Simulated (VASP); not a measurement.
Wanted: the native input for a VASP 6.6.1 run.

```
Task                   : single point
Functional             : PBE
Potentials or basis    : VASP PAW PBE potentials, release 64 (N, B, As_d)
Cutoff                 : 700 eV
k mesh                 : 6 × 6 × 6
Occupations            : fermi-dirac, width 0.02 eV
Spin                   : no spin polarisation
Dipole correction      : no
Further INCAR settings : ALGO = Normal; EDIFF = 1e-06; NBANDS = 31
```

The structure of B4AsN3 lies in POSCAR:

```
B4AsN3
1.0
    3.9535267229      0.0000000000      0.0000000000
    0.0000000000      3.9535267229      0.0000000000
    0.0000000000      0.0000000000      3.9535267229
N B As
3 4 1
Direct
    0.5000000000      0.0000000000      0.0000000000
    0.0000000000      0.5000000000      0.0000000000
    0.0000000000      0.0000000000      0.5000000000
    0.2269582761      0.7730417239      0.7730417239
    0.7730417239      0.2269582761      0.7730417239
    0.7730417239      0.7730417239      0.2269582761
    0.2269582761      0.2269582761      0.2269582761
    0.5000000000      0.5000000000      0.5000000000
```

These files were run (other wordings do the same):

INCAR

```
SYSTEM = B4AsN3
ALGO = Normal
EDIFF = 1E-6
ENCUT = 700
GGA = PE
GGA_COMPAT = .False.
ISIF = 2
ISMEAR = -1
LASPH = .True.
LCHARG = .False.
LREAL = .False.
LWAVE = .False.
NBANDS = 31
NELM = 120
PREC = Accurate
SIGMA = 0.02
```

KPOINTS

```
k-points
0
Gamma
  6 6 6
  0 0 0
```

Potentials or basis: VASP PAW PBE potentials, release 64 (N, B, As_d).

The run is started by

```sh
$ cat potpaw_PBE.64/N/POTCAR potpaw_PBE.64/B/POTCAR potpaw_PBE.64/As_d/POTCAR > POTCAR
$ mpirun -np 1 vasp_std > vasp.out
```

Results of the run:

```json
{
 "Pressure": "2.9 GPa",
 "Largest force": "0.236 eV/Å",
 "Band gap on the k mesh": "0.74 eV"
}
```

Caveat: semilocal functionals underestimate gaps, and a narrow one can read as zero.

It took 59 s on 1 thread of Intel(R) Xeon(R) Platinum 8375C CPU @ 2.90GHz (Ice Lake) (shared host), peak memory 0.22 GiB.
